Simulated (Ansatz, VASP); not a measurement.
## Two plane-wave programs on LiF

```xyz
4
Lattice="3.3143 0.0000 0.0000 -1.6572 2.8703 0.0000 0.0000 0.0000 4.5171" Properties=species:S:1:pos:R:3 pbc="T T T"
Li    0.0000    1.9135    1.7345
Li    1.6572    0.9568    3.9930
F     0.0000    1.9135    4.4765
F     1.6572    0.9568    2.2180
```

Alike in both runs: task single point; functional LDA; k mesh 9 × 9 × 6; occupations gaussian, width 0.05 eV; no spin polarisation.

|  | VASP | Ansatz |
| --- | --- | --- |
| version | VASP 6.6.1 | Ansatz 0.2.0 |
| potentials or method | VASP PAW LDA potentials, release 64 (Li_sv, F), cutoff 520 eV | scalar-relativistic, plane waves, PAW |
| valence electrons in the cell | 20 | 20 |

```tsv
	VASP	Ansatz	Ansatz less VASP
gap on the k mesh at the Fermi level (eV)	6.97	6.98	+0.011
least direct gap on the mesh (eV)	6.97	6.98	+0.011
rms of the force components (eV/Å)	0.232	0.225	-0.0072
```

LDA's correlation is that of Perdew and Zunger in VASP and of Perdew and Wang (1992) in Ansatz. Atom by atom the forces differ by 0.007 eV/Å (rms over components).

Noted on VASP's run: the cutoff is short for stress, so the pressure is rough.
